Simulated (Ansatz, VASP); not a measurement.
# TaN: VASP beside Ansatz

```
Ta N
1.0
     2.88044    0.00000    0.00000
    -1.44022    2.49453    0.00000
     0.00000    0.00000    2.83168
Ta N
1 1
Direct
  0.00000 0.00000 0.50000
  0.66667 0.33333 0.00000
```

Change from the starting cell: volume scaled by 0.9405, PAW files.

Alike in both runs: task electric field gradients; functional r2SCAN; k mesh 13 × 13 × 11; occupations fermi-dirac, width 0.05 eV; no spin polarisation.

|  | VASP | Ansatz |
| --- | --- | --- |
| version | VASP 6.6.1 | Ansatz 0.2.0 |
| potentials or method | VASP PAW PBE potentials, release 64 (Ta_pv, N) | PAW with Ansatz's default frozen-core files, scalar-relativistic |
| plane-wave cutoff (eV) | 520 | 500 |
| valence electrons in the cell | 16 | 18 |

|  | VASP | Ansatz | Ansatz less VASP |
| --- | --- | --- | --- |
| pressure (GPa) | 25.2 | 23.1 | -2.06 |
| traceless stress, the component that is largest in VASP (GPa) | 1.62 | 1.44 | -0.187 |
| size of Vzz on the site where it differs most (V/Å²) | 0.7 | 34.7 | +34.02 |

VASP's potentials were made for PBE, not for r2SCAN. VASP's potentials hold 16 valence electrons a cell and Ansatz's 18, so a difference there can come from the potentials and not from the codes.

Spin-orbit coupling is off throughout.
